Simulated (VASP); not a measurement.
# SnH2 (Fd-3m) in VASP: a series of runs

The runs below take SnH2 through single point, relaxation of cell and atoms, with r2SCAN.

Everything below comes from runs of VASP 6.6.1. Logs are shortened: lines on timing, memory, paths and dates and some standing lists are left out, and cuts for length are marked.

### Step 1. The cell of the first run

Symmetry: Fd-3m, No. 227, cubic system. The conventional cell has a = 6.584 Å, b = 6.584 Å, c = 6.584 Å, α = 90.00°, β = 90.00°, γ = 90.00°. Sn (site symmetry -43m) has 12 H at 2.73 Å and 4 Sn at 2.85 Å within 3.6 Å. H (site symmetry -3m) has 6 H at 2.33 Å and 6 Sn at 2.73 Å within 3.1 Å.

### Step 2. Single point, r2SCAN

Input file POSCAR:

```
SnH2
1.0
    0.0000000000      3.2920641328      3.2920641328
    3.2920641328      0.0000000000      3.2920641328
    3.2920641328      3.2920641328      0.0000000000
Sn H
2 4
Direct
    0.0000000000      1.0000000000      0.0000000000
    0.2500000000      0.2500000000      0.2500000000
    0.6250000000      0.6250000000      0.1250000000
    0.6250000000      0.1250000000      0.6250000000
    0.6250000000      0.6250000000      0.6250000000
    0.1250000000      0.6250000000      0.6250000000
```

Input file INCAR.step1:

```
SYSTEM = SnH2
PREC = Accurate
ENCUT = 520
ISMEAR = 0
SIGMA = 0.1
LREAL = .FALSE.
LASPH = .TRUE.
NELM = 60
NBANDS = 25
GGA = PE
ALGO = Normal
EDIFF = 1E-4
LWAVE = .TRUE.
LCHARG = .FALSE.
```

Input file INCAR.step2:

```
SYSTEM = SnH2
PREC = Accurate
ENCUT = 520
EDIFF = 1E-7
ISMEAR = 0
SIGMA = 0.1
LREAL = .FALSE.
LASPH = .TRUE.
NELM = 60
ALGO = Normal
ISIF = 2
LWAVE = .FALSE.
LCHARG = .FALSE.
METAGGA = R2SCAN
LMIXTAU = .TRUE.
NBANDS = 25
ISTART = 1
```

Input file KPOINTS:

```
regular mesh
0
G
  8 8 8
  0 0 0
```

Potentials or basis: VASP PAW PBE potentials, release 64 (Sn_d, H).

Command:

```console
$ cat potpaw_PBE.64/Sn_d/POTCAR potpaw_PBE.64/H/POTCAR > POTCAR
$ cp INCAR.step1 INCAR
$ mpirun -np 1 vasp_std > vasp.out
$ cp INCAR.step2 INCAR
$ mpirun -np 1 vasp_std > vasp.out
```

OUTCAR:

```text
SYSTEM = SnH2
   PREC = Accurate
   ENCUT = 520
   EDIFF = 1E-7
   ISMEAR = 0
   LREAL = .FALSE.
   LASPH = .TRUE.
   NELM = 60
   ISIF = 2
   METAGGA = R2SCAN
   ISTART = 1

 ion  position               nearest neighbor table
   1  0.000  0.000  0.000-   2 2.85   2 2.85   2 2.85   2 2.85
   2  0.250  0.250  0.250-   1 2.85   1 2.85   1 2.85   1 2.85
   3  0.625  0.625  0.125-
   4  0.625  0.125  0.625-
   5  0.625  0.625  0.625-
   6  0.125  0.625  0.625-

  LATTYP: Found a face centered cubic cell.
 ALAT       =     6.5841282656

  Lattice vectors:

 A1 = (   0.0000000000,   3.2920641328,   3.2920641328)
 A2 = (   3.2920641328,   0.0000000000,   3.2920641328)
 A3 = (   3.2920641328,   3.2920641328,   0.0000000000)

Analysis of symmetry for initial positions (statically):
=====================================================================
 Subroutine PRICEL returns:
 Original cell was already a primitive cell.

 Routine SETGRP: Setting up the symmetry group for a
 face centered cubic supercell.

 Subroutine GETGRP returns: Found 48 space group operations
 (whereof 24 operations were pure point group operations)
 out of a pool of 48 trial point group operations.

The static configuration has the point symmetry T_d .
 The point group associated with its full space group is O_h .

Analysis of symmetry for dynamics (positions and initial velocities):
=====================================================================
 Subroutine PRICEL returns:
 Original cell was already a primitive cell.

 Routine SETGRP: Setting up the symmetry group for a
 face centered cubic supercell.

 Subroutine GETGRP returns: Found 48 space group operations
 (whereof 24 operations were pure point group operations)
 out of a pool of 48 trial point group operations.

The dynamic configuration has the point symmetry T_d .
 The point group associated with its full space group is O_h .

 Subroutine INISYM returns: Found 48 space group operations
 (whereof 24 operations are pure point group operations),
 and found     1 'primitive' translations

----------------------------------------------------------------------------------------

                                     Primitive cell

  volume of cell :      71.3567

  direct lattice vectors                    reciprocal lattice vectors
     0.000000000  3.292064133  3.292064133    -0.151880395  0.151880395  0.151880395
[... 95 lines left out ...]
   LREAL  =      F    real-space projection
   EDIFFG = 0.1E-05   stopping-criterion for IOM
   NSW    =      0    number of steps for IOM
   IBRION =     -1    ionic relax: 0-MD 1-quasi-New 2-CG
   NFREE  =      0    steps in history (QN), initial steepest desc. (CG)
   ISIF   =      2    stress and relaxation
   ISYM   =      2    0-nonsym 1-usesym 2-fastsym
   POTIM  = 0.5000    time-step for ionic-motion
   TEBEG  =    0.0;   TEEND  =   0.0 temperature during run
   PSTRESS=    0.0 pullay stress
   NELECT =      32.0000    total number of electrons
   NUPDOWN=      -1.0000    fix difference up-down
   EMIN   =  10.00;   EMAX   =-10.00  energy-range for DOS
   EFERMI =   0.00;   METHOD = LEGACY
   ISMEAR =     0;   SIGMA  =   0.10  broadening in eV -4-tet -1-fermi 0-gaus
   EFERMI_NEDOS =   21; number of points for ismear=-14 and -15
   IALGO  =     38    algorithm
   IMIX   =      4    mixing-type and parameters
     AMIX     =   0.40;   BMIX     =  1.00
     AMIX_MAG =   1.60;   BMIX_MAG =  1.00
  volume/ion in A,a.u.               =      11.89        80.26
  Fermi-wavevector in a.u.,A,eV,Ry     =   1.253083  2.367984 21.364103  1.570217
  Thomas-Fermi vector in A             =   2.386953
   LORBIT       =      0    0 simple, 1 ext, 2 COOP (PROOUT), +10 PAW based schemes
   METAGGA = R2SCAN    functional components
   LHFCALC =     F    Hartree Fock is set to
   AEXX    =    0.0000 exact exchange contribution
   IVDW    =     0    specifies the selected vdW correction
   LEPSILON=     F    determine dielectric tensor
   LRPA    =     F    only Hartree local field effects (RPA)
 non-spin polarized calculation
 Gauss-broadening in eV      SIGMA  =   0.10
  energy-cutoff  :      520.00
  volume of cell :       71.36
 maximum number of plane-waves:      1936
   NGX = 17   NGY = 17   NGZ = 17

 number of electron      31.9999985 magnetization

 Free energy of the ion-electron system (eV)
  ---------------------------------------------------
  ext. energy  EPLUGINS =         0.00000000
  ---------------------------------------------------
  free energy    TOTEN  =       -56.45614086 eV

  energy without entropy =      -56.44627597  energy(sigma->0) =      -56.45120842

 E-fermi :   5.5363     XC(G=0): -10.9324

 val. band max:        5.4769568142   @ k =   0.5000   0.2500   0.0000
 cond. band min:       5.5736892180   @ k =  -0.1250   0.1250   0.0000
 fundamental gap:      0.0967324037
 Fermi energy:         5.5362619679

 k-point     1 :       0.0000    0.0000    0.0000
  band No.  band energies     occupation
      1     -16.8598      2.00000
      2     -16.8598      2.00000
      3     -16.8598      2.00000
      4     -16.7858      2.00000
      5     -16.7858      2.00000
      6     -16.5035      2.00000
[... 661 lines left out ...]
     24      17.1928      0.00000
     25      17.2784      0.00000

 [... further k-points ...]

------------------------ aborting loop because EDIFF is reached ----------------------------------------

  FORCE on cell =-STRESS in cart. coord.  units (eV):
  Direction    XX          YY          ZZ          XY          YZ          ZX
  --------------------------------------------------------------------------------------
  -------------------------------------------------------------------------------------
  Total        0.0121278      0.0121278      0.0121278      0.0000000      0.0000000     -0.0000000
  in kB        0.2723073      0.2723073      0.2723073      0.0000000      0.0000000     -0.0000000
  external PRESSURE =       0.2723073 kB  Pullay stress =       0.0000000 kB

 VOLUME and BASIS-vectors are now :
 -----------------------------------------------------------------------------
  energy-cutoff  :      520.00
  volume of cell :       71.36
      direct lattice vectors                 reciprocal lattice vectors
     0.000000000  3.292064133  3.292064133    -0.151880395  0.151880395  0.151880395
     3.292064133  0.000000000  3.292064133     0.151880395 -0.151880395  0.151880395
     3.292064133  3.292064133  0.000000000     0.151880395  0.151880395 -0.151880395

 POSITION                                       TOTAL-FORCE (eV/Angst)
 -----------------------------------------------------------------------------------
      0.00000      0.00000      0.00000         0.000000      0.000000     -0.000000
      1.64603      1.64603      1.64603        -0.000000     -0.000000      0.000000
      2.46905      2.46905      4.11508        -0.000000      0.000000     -0.000000
      2.46905      4.11508      2.46905        -0.000000      0.000000     -0.000000
      4.11508      4.11508      4.11508        -0.000000      0.000000     -0.000000
      4.11508      2.46905      2.46905        -0.000000      0.000000     -0.000000
 -----------------------------------------------------------------------------------
    total drift:                                0.000000      0.000000      0.000000

  FREE ENERGIE OF THE ION-ELECTRON SYSTEM (eV)
  ---------------------------------------------------
  free  energy   TOTEN  =       -56.4561408648 eV

  energy  without entropy=      -56.4462759689  energy(sigma->0) =      -56.45120842
```

OUTCAR.step1:

```text
SYSTEM = SnH2
   PREC = Accurate
   ENCUT = 520
   ISMEAR = 0
   LREAL = .FALSE.
   LASPH = .TRUE.
   NELM = 60
[... 909 lines left out ...]
      2.46905      4.11508      2.46905         0.000000     -0.000000      0.000000
      4.11508      4.11508      4.11508         0.000000     -0.000000      0.000000
      4.11508      2.46905      2.46905         0.000000     -0.000000      0.000000
 -----------------------------------------------------------------------------------
    total drift:                                0.000000      0.000000      0.000000

  FREE ENERGIE OF THE ION-ELECTRON SYSTEM (eV)
  ---------------------------------------------------
  free  energy   TOTEN  =       -15.0937385453 eV

  energy  without entropy=      -15.0836791332  energy(sigma->0) =      -15.08870884
```

OSZICAR.step1:

```text
N       E                     dE             d eps       ncg     rms          rms(c)
DAV:   1     0.250935193021E+03    0.25094E+03   -0.15522E+04  1491   0.183E+03
DAV:   2     0.130808273205E+02   -0.23785E+03   -0.22911E+03  1498   0.441E+02
DAV:   3    -0.147102167920E+02   -0.27791E+02   -0.27126E+02  1705   0.131E+02
DAV:   4    -0.156976438195E+02   -0.98743E+00   -0.98468E+00  1622   0.271E+01
DAV:   5    -0.157330136932E+02   -0.35370E-01   -0.35367E-01  2162   0.488E+00    0.419E+00
DAV:   6    -0.150937864969E+02    0.63923E+00   -0.43705E-01  1947   0.732E+00    0.169E+00
DAV:   7    -0.150960535845E+02   -0.22671E-02   -0.18189E-01  1662   0.170E+00    0.760E-01
DAV:   8    -0.150942539334E+02    0.17997E-02   -0.90675E-03  1792   0.986E-01    0.179E-01
DAV:   9    -0.150937296524E+02    0.52428E-03   -0.11140E-03  2017   0.353E-01    0.501E-02
DAV:  10    -0.150937385453E+02   -0.88929E-05   -0.30249E-04  1270   0.135E-01
   1 F= -.15093739E+02 E0= -.15088709E+02  d E =-.100594E-01
```

Wall time 3.4 min (1 thread of Intel Xeon Platinum 8259CL at 2.50GHz (Skylake/Cascade Lake), shared host); peak memory 0.23 GiB.

Results:

- Free energy: -56.4561 eV
- Pressure: 0.0 GPa
- Band gap on the k mesh: zero (bands 16 and 17 overlap by 1.39 eV)

Levels at points of the mesh, in eV from the Fermi level:
```
           k point  band 14  band 15  band 16  band 17  band 18  band 19
(0.00, 0.00, 0.00)    -1.18    -1.18    -0.72     1.42     1.42     1.42
(0.50, 0.00, 0.00)    -1.34    -1.34    -0.88    -0.88    -0.74     5.07
(0.50, 0.50, 0.00)    -3.85    -3.43    -3.43     3.02     3.02     6.98
```

Caveat: the PAW data sets were made with another functional, which shifts forces and pressure a little; spin-orbit coupling is left out, which moves the levels of the heavy elements.

### Step 3. Relaxation of cell and atoms, r2SCAN

POSCAR is that of step 2.

Input file INCAR.step1:

```
  PREC = Accurate
  ENCUT = 600
  ISMEAR = 0
  SIGMA = 0.1
  LREAL = False
  LASPH = True
  NELM = 100
  GGA = PE
  ALGO = Normal
  EDIFF = 1E-4
  LWAVE = True
  LCHARG = False
```

Input file INCAR.step2:

```
  PREC = Accurate
  ENCUT = 600
  EDIFF = 1E-6
  ISMEAR = 0
  SIGMA = 0.1
  LREAL = False
  LASPH = True
  NELM = 100
  ALGO = Normal
  ISIF = 3
  LWAVE = False
  LCHARG = False
  METAGGA = R2SCAN
  LMIXTAU = True
  IBRION = 2
  NSW = 90
  EDIFFG = -0.025
  ISTART = 1
```

Input file KPOINTS:

```
Automatic mesh
0
Gamma
  8 8 8
```

Potentials or basis: VASP PAW PBE potentials, release 64 (Sn_d, H).

Command:

```console
$ cat potpaw_PBE.64/Sn_d/POTCAR potpaw_PBE.64/H/POTCAR > POTCAR
$ cp INCAR.step1 INCAR
$ mpirun -np 1 vasp_std > vasp.out
$ cp INCAR.step2 INCAR
$ mpirun -np 1 vasp_std > vasp.out
```

OUTCAR:

```text
PREC = Accurate
   ENCUT = 600
   EDIFF = 1E-6
   ISMEAR = 0
   LREAL = False
   LASPH = True
   NELM = 100
   ISIF = 3
   METAGGA = R2SCAN
   IBRION = 2
   NSW = 90
   EDIFFG = -0.025
   ISTART = 1

 ion  position               nearest neighbor table
   1  0.000  0.000  0.000-   2 2.85   2 2.85   2 2.85   2 2.85
   2  0.250  0.250  0.250-   1 2.85   1 2.85   1 2.85   1 2.85
   3  0.625  0.625  0.125-
   4  0.625  0.125  0.625-
   5  0.625  0.625  0.625-
   6  0.125  0.625  0.625-

  LATTYP: Found a face centered cubic cell.
 ALAT       =     6.5841282656

  Lattice vectors:

 A1 = (   0.0000000000,   3.2920641328,   3.2920641328)
 A2 = (   3.2920641328,   0.0000000000,   3.2920641328)
 A3 = (   3.2920641328,   3.2920641328,   0.0000000000)

Analysis of symmetry for initial positions (statically):
=====================================================================
 Subroutine PRICEL returns:
 Original cell was already a primitive cell.

 Routine SETGRP: Setting up the symmetry group for a
 face centered cubic supercell.

 Subroutine GETGRP returns: Found 48 space group operations
 (whereof 24 operations were pure point group operations)
 out of a pool of 48 trial point group operations.

The static configuration has the point symmetry T_d .
 The point group associated with its full space group is O_h .

Analysis of symmetry for dynamics (positions and initial velocities):
=====================================================================
 Subroutine PRICEL returns:
 Original cell was already a primitive cell.

 Routine SETGRP: Setting up the symmetry group for a
 face centered cubic supercell.

[... 131 lines left out ...]
   IMIX   =      4    mixing-type and parameters
     AMIX     =   0.40;   BMIX     =  1.00
     AMIX_MAG =   1.60;   BMIX_MAG =  1.00
  volume/ion in A,a.u.               =      11.89        80.26
  Fermi-wavevector in a.u.,A,eV,Ry     =   1.253083  2.367984 21.364103  1.570217
  Thomas-Fermi vector in A             =   2.386953
   LORBIT       =      0    0 simple, 1 ext, 2 COOP (PROOUT), +10 PAW based schemes
   METAGGA = R2SCAN    functional components
   LHFCALC =     F    Hartree Fock is set to
   AEXX    =    0.0000 exact exchange contribution
   IVDW    =     0    specifies the selected vdW correction
   LEPSILON=     F    determine dielectric tensor
   LRPA    =     F    only Hartree local field effects (RPA)
 conjugate gradient relaxation of ions
 non-spin polarized calculation
 Gauss-broadening in eV      SIGMA  =   0.10
  energy-cutoff  :      600.00
  volume of cell :       71.36
 maximum number of plane-waves:      2421
 NGX is ok and might be reduce to    40
   NGX = 19   NGY = 19   NGZ = 19

 number of electron      31.9999996 magnetization

 Free energy of the ion-electron system (eV)
  ---------------------------------------------------
  ext. energy  EPLUGINS =         0.00000000
  ---------------------------------------------------
  free energy    TOTEN  =       -56.45922515 eV

  energy without entropy =      -56.44936545  energy(sigma->0) =      -56.45429530

 E-fermi :   5.5357     XC(G=0): -10.9326

 val. band max:        5.4763627757   @ k =   0.5000   0.2500   0.0000
 cond. band min:       5.5733950393   @ k =  -0.1250   0.1250   0.0000
 fundamental gap:      0.0970322635
 Fermi energy:         5.5357151268

 k-point     1 :       0.0000    0.0000    0.0000
  band No.  band energies     occupation
      1     -16.8608      2.00000
      2     -16.8608      2.00000
      3     -16.8608      2.00000
      4     -16.7866      2.00000
      5     -16.7866      2.00000
      6     -16.5044      2.00000
[... 541 lines left out ...]
     19       9.6711      0.00000
     20      10.5699      0.00000

 [... further k-points ...]

------------------------ aborting loop because EDIFF is reached ----------------------------------------

  FORCE on cell =-STRESS in cart. coord.  units (eV):
  Direction    XX          YY          ZZ          XY          YZ          ZX
  --------------------------------------------------------------------------------------
  -------------------------------------------------------------------------------------
  Total        0.0511807      0.0511807      0.0511807      0.0000000      0.0000000      0.0000000
  in kB        1.1491644      1.1491644      1.1491644      0.0000000      0.0000000      0.0000000
  external PRESSURE =       1.1491644 kB  Pullay stress =       0.0000000 kB

 VOLUME and BASIS-vectors are now :
 -----------------------------------------------------------------------------
  energy-cutoff  :      600.00
  volume of cell :       71.36
      direct lattice vectors                 reciprocal lattice vectors
     0.000000000  3.292064133  3.292064133    -0.151880395  0.151880395  0.151880395
     3.292064133  0.000000000  3.292064133     0.151880395 -0.151880395  0.151880395
     3.292064133  3.292064133  0.000000000     0.151880395  0.151880395 -0.151880395

 POSITION                                       TOTAL-FORCE (eV/Angst)
 -----------------------------------------------------------------------------------
      0.00000      0.00000      0.00000         0.000000      0.000000      0.000000
      1.64603      1.64603      1.64603        -0.000000     -0.000000     -0.000000
      2.46905      2.46905      4.11508        -0.000000      0.000000      0.000000
      2.46905      4.11508      2.46905        -0.000000      0.000000      0.000000
      4.11508      4.11508      4.11508        -0.000000      0.000000      0.000000
      4.11508      2.46905      2.46905        -0.000000      0.000000      0.000000
 -----------------------------------------------------------------------------------
    total drift:                               -0.000000     -0.000000      0.000000

  FREE ENERGIE OF THE ION-ELECTRON SYSTEM (eV)
  ---------------------------------------------------
  free  energy   TOTEN  =       -56.4592251525 eV

  energy  without entropy=      -56.4493654542  energy(sigma->0) =      -56.45429530

 reached required accuracy - stopping structural energy minimisation
```

Run time: 3.1 min. Hardware: 1 thread of Intel Xeon Platinum 8259CL at 2.50GHz (Skylake/Cascade Lake), shared host; peak memory 0.27 GiB.

What came out:

| Item | Value |
| --- | --- |
| Free energy | -56.4592 eV |
| Pressure after relaxing | 0.1 GPa |
| Band gap on the k mesh | zero (bands 16 and 17 overlap by 1.39 eV) |

Final structure:
```yaml
crystal:
  lattice:
    - [0.00000, 3.29206, 3.29206]
    - [3.29206, 0.00000, 3.29206]
    - [3.29206, 3.29206, 0.00000]
  atoms:
    - { symbol: Sn, position: [0.00000, 0.00000, 0.00000] }
    - { symbol: Sn, position: [0.25000, 0.25000, 0.25000] }
    - { symbol: H, position: [0.62500, 0.62500, 0.12500] }
    - { symbol: H, position: [0.62500, 0.12500, 0.62500] }
    - { symbol: H, position: [0.62500, 0.62500, 0.62500] }
    - { symbol: H, position: [0.12500, 0.62500, 0.62500] }
```

Levels at points of the mesh, in eV from the Fermi level:
```
           k point  band 13  band 14  band 15  band 16  band 17  band 18  band 19  band 20
(0.00, 0.00, 0.00)    -1.18    -1.18    -1.18    -0.72     1.42     1.42     1.42     1.78
(0.50, 0.00, 0.00)    -2.40    -1.34    -1.34    -0.88    -0.88    -0.74     5.07     5.25
(0.50, 0.50, 0.00)    -3.85    -3.85    -3.43    -3.43     3.02     3.02     6.98     6.98
```

Caveat: the relaxation stopped at its first step, so nothing moved; the PAW data sets were made with another functional, which shifts forces and pressure a little; spin-orbit coupling is left out, which moves the levels of the heavy elements.

The gap in the log of VASP goes by the Fermi energy; the results here count the filled bands.